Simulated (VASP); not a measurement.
A run of VASP 6.6.1:

The input POSCAR:

```
Ni
1.0
    0.0000000000      2.5131023094      2.5131023094
    2.5131023094      0.0000000000      2.5131023094
    2.5131023094      2.5131023094      0.0000000000
Ni
2
Direct
    0.1250000000      0.1250000000      0.1250000000
    0.8750000000      0.8750000000      0.8750000000
```

The input INCAR.step1:

```
PREC = Accurate ; ENCUT = 520
ISMEAR = -1 ; SIGMA = 0.05
LREAL = False ; LASPH = True
NELM = 150 ; ISPIN = 2
MAGMOM = 0.931 0.931 ; LMAXMIX = 4
NBANDS = 21 ; GGA = PE
ALGO = Normal ; EDIFF = 1E-4
LWAVE = True ; LCHARG = False
```

INCAR.step2

```
PREC = Accurate ; ENCUT = 520
EDIFF = 1E-6 ; ISMEAR = -1
SIGMA = 0.05 ; LREAL = False
LASPH = True ; NELM = 150
ALGO = Normal ; ISIF = 2
LWAVE = False ; LCHARG = False
ISPIN = 2 ; MAGMOM = 0.931 0.931
LORBIT = 11 ; LMAXMIX = 4
METAGGA = R2SCAN ; LMIXTAU = True
NBANDS = 21 ; ISTART = 1
```

File KPOINTS:

```
regular mesh
0
Gamma
  18 18 18
```

Potentials or basis: VASP PAW PBE potentials, release 64 (Ni).

The run is started by

```bash
$ cat potpaw_PBE.64/Ni/POTCAR > POTCAR
$ cp INCAR.step1 INCAR
$ mpirun -np 1 vasp_std > vasp.out
$ cp INCAR.step2 INCAR
$ mpirun -np 1 vasp_std > vasp.out
```

Hardware: 1 thread of AMD EPYC 9R45 96-Core Processor (Zen 5), with other jobs on the host.

Problem. How long does it take, and how much memory?

Solution. Wall time 9.8 min on 1 thread of AMD EPYC 9R45 96-Core Processor (Zen 5) (shared host), peak memory 0.28 GiB. Counts: k points 195.
